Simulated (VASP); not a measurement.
A run of VASP 6.6.1:

INCAR

```
SYSTEM = Au
ALGO     = Fast           ! electronic algorithm
EDIFF    = 1E-6           ! SCF threshold, eV
ENCUT    = 520            ! plane-wave cutoff, eV
GGA      = PS             ! functional
ISIF     = 2              ! what is computed and relaxed
ISMEAR   = 0              ! smearing method
LASPH    = .TRUE.         ! aspherical terms in the spheres
LCHARG   = .FALSE.        ! write CHGCAR
LREAL    = .FALSE.        ! projectors in reciprocal space
LWAVE    = .FALSE.        ! write WAVECAR
NBANDS   = 18             ! bands
NELM     = 100            ! most SCF steps
PREC     = Accurate       ! precision mode
SIGMA    = 0.1            ! smearing width, eV
```

File KPOINTS:

```
k-points
0
G
  18 18 14
  0 0 0
```

The input POSCAR:

```
Au
1.0
    2.1031363333      2.1031363333      0.0000000000
   -2.1031363333      2.1031363333      0.0000000000
    0.0000000000      0.0000000000      3.8745244059
Au
2
Direct
    0.0000000000      0.0000000000      0.0000000000
    0.5000000000      0.5000000000      0.5000000000
```

Potentials or basis: VASP PAW PBE potentials, release 64 (Au).

Command:

```bash
$ cat potpaw_PBE.64/Au/POTCAR > POTCAR
$ mpirun -np 1 vasp_std > vasp.out
```

Hardware: 1 thread of Intel Xeon 8259CL, with other jobs on the host.

Problem. How long does it take, and how much memory?

Solution. It took 3.9 min on 1 thread of Intel Xeon 8259CL, on a shared host, peak memory 0.32 GiB. Counts: scf iterations 12, k points 440.
